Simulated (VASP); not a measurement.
**Ta: relaxation of cell and atoms with LDA**

The system is Ta.

```
CELL_PARAMETERS angstrom
-1.62640 1.62640 1.62640
1.62640 -1.62640 1.62640
1.62640 1.62640 -1.62640
ATOMIC_POSITIONS crystal
Ta 0.00000 0.00000 0.00000
```

```json
{
  "Program": "VASP 6.6.1",
  "Task": "relaxation of cell and atoms",
  "Functional": "LDA",
  "Potentials or basis": "VASP PAW LDA potentials, release 64 (Ta_pv)",
  "Cutoff": "600 eV",
  "k mesh": "18 × 18 × 18",
  "Occupations": "fermi-dirac, width 0.05 eV",
  "Spin": "no spin polarisation",
  "Dipole correction": "no",
  "Further INCAR settings": "ALGO = Normal; EDIFF = 1e-07; IBRION = 2; EDIFFG = -0.005; NSW = 45; ISIF = 3"
}
```

The relaxed volume is 17.28 Å³/atom. The relaxed cell is a = 2.821 Å, b = 2.821 Å, c = 2.821 Å, α = 109.47°, β = 109.47°, γ = 109.47° and the space group after relaxing (to 0.1 Å) is Im-3m (No. 229). The energy gained by relaxing is 0.2 meV/atom and the ionic steps are 3. The pressure after relaxing is 0.0 GPa. The band gap on the k mesh is zero (an odd number of electrons rules out a gap without spin polarisation).

Step by step:
| step | energy change (eV) | largest force (eV/Å) | pressure (GPa) | volume (Å³) |
| --- | --- | --- | --- | --- |
| 1 | 0.0000 | 0.0000 | 0.91 | 17.21 |
| 2 | 0.0010 | 0.0000 | -2.18 | 17.45 |
| 3 | -0.0002 | 0.0000 | 0.00 | 17.28 |

Final structure:
```cif
data_structure
_symmetry_space_group_name_H-M 'P 1'
_symmetry_Int_Tables_number 1
_cell_length_a 2.8208
_cell_length_b 2.8208
_cell_length_c 2.8208
_cell_angle_alpha 109.471
_cell_angle_beta 109.471
_cell_angle_gamma 109.471
_cell_volume 17.28
loop_
_atom_site_label
_atom_site_type_symbol
_atom_site_fract_x
_atom_site_fract_y
_atom_site_fract_z
_atom_site_occupancy
Ta1 Ta 0.00000 0.00000 0.00000 1
```

Levels at points of the mesh, in eV from the Fermi level:
```csv
k point,band 4,band 5,band 6,band 7,band 8,band 9
"(0.00, 0.00, 0.00)",-8.00,0.67,0.67,0.67,4.08,4.08
"(0.50, 0.00, 0.00)",-4.56,-1.71,1.94,3.99,5.05,8.17
"(0.50, 0.50, 0.50)",-4.07,-4.07,7.13,7.13,7.13,9.14
```

Run time: 2.1 min on 1 thread of AMD EPYC 7R13, on a shared host, peak memory 0.14 GiB.

Caveat: spin-orbit coupling is left out, which moves the levels of the heavy elements.
